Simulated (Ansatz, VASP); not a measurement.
**Os: VASP beside Ansatz**

```
Os
1.0
     0.00000    1.95788    1.95788
     1.95788    0.00000    1.95788
     1.95788    1.95788    0.00000
Os
1
Cartesian
  0.0000 0.0000 0.0000
```

Change from the starting cell: volume scaled by 1.02.

Alike in both runs: task single point; functional SVWN5; k mesh 12 × 12 × 12; occupations methfessel-paxton of order 1, width 0.05 eV; collinear spin.

```csv
,VASP,Ansatz
version,VASP 6.6.1,Ansatz 0.2.0
potentials or method,"VASP PAW PBE potentials, release 64 (Os), cutoff 520 eV","all-electron LAPW, point nuclei"
```

Ansatz gave:

```
gap on the k mesh at the Fermi level (eV) : none
pressure (GPa)                            : -32.0
net moment per atom (μB)                  : 0.00
```

Q: What did VASP give for the same quantities?

A: gap on the k mesh at the Fermi level (eV): none; pressure (GPa): -31.4; net moment per atom (μB): 0.03.

VASP's potentials were made for PBE, not for SVWN5. A gap of «none» marks a metal or a gap that the smearing closes. Both programs put the cell under strong tension, so it lies far from rest at this level. Ansatz ran all-electron here, and VASP with PAW potentials.

Spin-orbit coupling is off throughout. Noted on VASP's run: the cell as given lies far from equilibrium.
